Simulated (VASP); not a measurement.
Set up this calculation in VASP 6.6.1, as the native input.

```
Task                   : single point
Functional             : PBE
Dispersion             : D3(BJ)
Potentials or basis    : VASP PAW PBE potentials, release 64 (Bi_d, H)
Cutoff                 : 520 eV
k mesh                 : 15 × 15 × 14
Occupations            : gaussian, width 0.1 eV
Spin                   : no spin polarisation
Dipole correction      : no
Further INCAR settings : ALGO = Normal; EDIFF = 1e-06; NBANDS = 16
```

The structure of BiH2 lies in POSCAR:

```
BiH2
1.0
    3.8174182141      0.0000000000      0.0000000000
   -1.9087091071      3.3059811503      0.0000000000
    0.0000000000      0.0000000000      3.3092428635
Bi H
1 2
Direct
    0.0000000000      0.0000000000      0.0000000000
    0.3333333333      0.6666666667      0.8403053756
    0.6666666667      0.3333333333      0.1596946244
```

These files were run (other wordings do the same):

INCAR

```
PREC = Accurate ; ENCUT = 520
EDIFF = 1E-6 ; ISMEAR = 0
SIGMA = 0.1 ; LREAL = F
LASPH = T ; NELM = 100
ALGO = Normal ; ISIF = 2
LWAVE = F ; LCHARG = T
GGA = PE ; IVDW = 12
LELF = T ; LVHAR = T
NBANDS = 16
```

KPOINTS

```
regular mesh
0
Gamma
  15 15 14
```

Potentials or basis: VASP PAW PBE potentials, release 64 (Bi_d, H).

The run is started by

```console
$ cat potpaw_PBE.64/Bi_d/POTCAR potpaw_PBE.64/H/POTCAR > POTCAR
$ mpirun -np 1 vasp_std > vasp.out
```

Results of the run:

| Property | Result |
| --- | --- |
| Pressure | -0.1 GPa |
| Dispersion energy per atom | -0.202 eV |

Caveat: pairwise dispersion overbinds metals, which lowers pressure and volume.

Wall time 100 s on 1 thread of Intel(R) Xeon(R) Platinum 8375C CPU @ 2.90GHz (Ice Lake), on a shared host, peak memory 0.33 GiB.
